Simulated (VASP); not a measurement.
A run of VASP 6.6.1:

INCAR

```
SYSTEM = C2SeN2
PREC = Accurate
ENCUT = 520
EDIFF = 1E-7
ISMEAR = -1
SIGMA = 0.1034
LREAL = Auto
LASPH = .TRUE.
NELM = 80
ALGO = Normal
ISIF = 2
LWAVE = .FALSE.
LCHARG = .FALSE.
GGA = PE
IVDW = 12
NBANDS = 64
```

Contents of KPOINTS:

```
Automatic mesh
0
Gamma
  2 2 1
  0.5 0.5 0
```

POSCAR

```
C2SeN2
1.0
    4.5000719728     -3.6780265765      0.0000000000
    4.5000719728      3.6780265765      0.0000000000
    0.0000000000      0.0000000000     13.3108577061
C Se N
8 4 8
Direct
    1.0690597256      0.4524266065      0.6192151687
    0.2786668670      0.9974593893      0.4212844224
    0.7784967811      0.5836972098      0.0910323757
    0.3677701685      0.8573155708      0.8707092552
   -0.0129526853      0.7474056052      0.3823215688
    0.8564387414      0.0832771177      0.6460184002
    0.0436684610      0.5377513509      0.9338853494
    0.4548864463      0.2871992404      0.1192437058
    0.7652435560      0.3887057656      0.6454919878
    0.3044226364      0.6921669798      0.4006032607
    0.7737131488      0.2334185210      0.1099627862
    0.1721607834      0.7729696558      0.9783354527
    0.2873744442      0.4188740378      0.6203561921
    0.2145098004      0.2112580566      0.4155550395
    0.7773257865      0.7813219512      0.0834630664
    0.5406273418      0.9018544761      0.8268216251
    0.7939437809      0.7800183785      0.3915259343
    0.8794201266      0.8897009115      0.6268171582
   -0.0728296061      0.4222062404      0.8931903760
    0.2567578259      0.2674404567      0.1110967477
```

Potentials or basis: VASP PAW PBE potentials, release 64 (C, Se, N).

Launch:

```console
$ cat potpaw_PBE.64/C/POTCAR potpaw_PBE.64/Se/POTCAR potpaw_PBE.64/N/POTCAR > POTCAR
$ mpirun -np 1 vasp_std > vasp.out
```

Hardware: 1 thread of AMD EPYC 9R45 96-Core Processor (Zen 5) (shared host).

Question: How long does it take, and how much memory?

Answer: It took 110 s on 1 thread of AMD EPYC 9R45 96-Core Processor (Zen 5) (shared host), peak memory 0.46 GiB. Counts: scf iterations 21, k points 2.
